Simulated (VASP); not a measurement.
The system is Mg.

```
Mg
1.0
    -1.77276    1.77276    1.77276
     1.77276   -1.77276    1.77276
     1.77276    1.77276   -1.77276
Mg
1
Direct
  0.00000 0.00000 0.00000
```

This isn't the form of Mg at room conditions, which is hcp.

Program: VASP 6.6.1. Alike in all runs: task single point; potentials or basis VASP PAW PBE potentials, release 64 (Mg); no spin polarisation; cell as given.

**Question.** Order these runs on this cell by their pressure, lowest first.
A. level PBEsol+D3(BJ); k mesh 11 × 11 × 11; cutoff (eV) 600; smearing gaussian 0.1 eV
B. level PBE exchange alone; k mesh 11 × 11 × 11; cutoff (eV) 600; smearing fermi-dirac 0.025 eV
C. level B3LYP5; k mesh 8 × 8 × 8; cutoff (eV) 520; smearing fermi-dirac 0.05 eV; grid for exact exchange (PRECFOCK) Normal; share of exact exchange 0.2

**Answer.** A (-1.9 GPa), C (1.0 GPa), B (5.0 GPa).

Caveats: the PAW data sets were made with another functional, which shifts forces and pressure a little (at least some runs); the cell stands under pressure (at least some runs).
